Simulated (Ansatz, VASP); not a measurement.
Two plane-wave programs on SiC

```
Si C
1.0
     0.00000    2.14948    2.14948
     2.14948    0.00000    2.14948
     2.20809    2.20809   -0.05861
Si C
1 1
Direct
  0.00000 0.00000 0.00000
  0.75000 0.75000 0.75000
```

Alike in both runs: task single point; functional PBEsol; k mesh 12 × 12 × 12; occupations gaussian, width 0.05 eV; no spin polarisation.

```csv
,VASP,Ansatz
version,VASP 6.6.1,Ansatz 0.2.0
potentials or method,"VASP PAW PBE potentials, release 64 (Si, C), cutoff 520 eV","scalar-relativistic, plane waves, PAW"
valence electrons in the cell,8,8
```

```csv
,VASP,Ansatz,Ansatz less VASP
gap on the k mesh at the Fermi level (eV),1.12,1.13,+0.012
least direct gap on the mesh (eV),4.21,4.22,+0.016
pressure (GPa),0.8,0.5,-0.35
"traceless stress, the component that is largest in VASP (GPa)",-7.11,-7.06,+0.054
rms of the force components (eV/Å),0.186,0.183,-0.0029
```

VASP's potentials were made for PBE, not for PBEsol, and Ansatz warns of the same on its side. Atom by atom the forces differ by 0.003 eV/Å (rms over components).
